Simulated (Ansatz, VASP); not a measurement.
# One calculation of AlN, two programs

```
CELL_PARAMETERS angstrom
3.10669 0.00000 0.00000
-1.55335 2.69048 0.00000
0.00000 0.00000 4.97859
ATOMIC_POSITIONS crystal
Al 0.33333 0.66667 0.99920
Al 0.66667 0.33333 0.49920
N 0.33333 0.66667 0.38080
N 0.66667 0.33333 0.88080
```

Alike in both runs: task single point; functional HF; k mesh 6 × 6 × 4; no spin polarisation.

```csv
,VASP,Ansatz
version,VASP 6.6.1,Ansatz 0.2.0
potentials or method,"VASP PAW PBE potentials, release 64 (Al, N)","plane waves, PAW"
plane-wave cutoff (eV),520,420
occupations,"gaussian, width 0.01 eV",fixed
valence electrons in the cell,16,16
```

|  | VASP | Ansatz | Ansatz less VASP |
| --- | --- | --- | --- |
| gap on the k mesh at the Fermi level (eV) | 12.37 | 13.55 | +1.178 |
| pressure (GPa) | -1.8 | -1.5 | +0.29 |
| traceless stress, the component that is largest in VASP (GPa) | 0.87 | 0.11 | -0.757 |
| rms of the force components (eV/Å) | 0.024 | 0.004 | -0.0200 |

VASP's potentials were made for PBE, not for HF. Atom by atom the forces differ by 0.020 eV/Å (rms over components). Ansatz's warnings: stress exchange threshold loose, stress scf threshold loose.
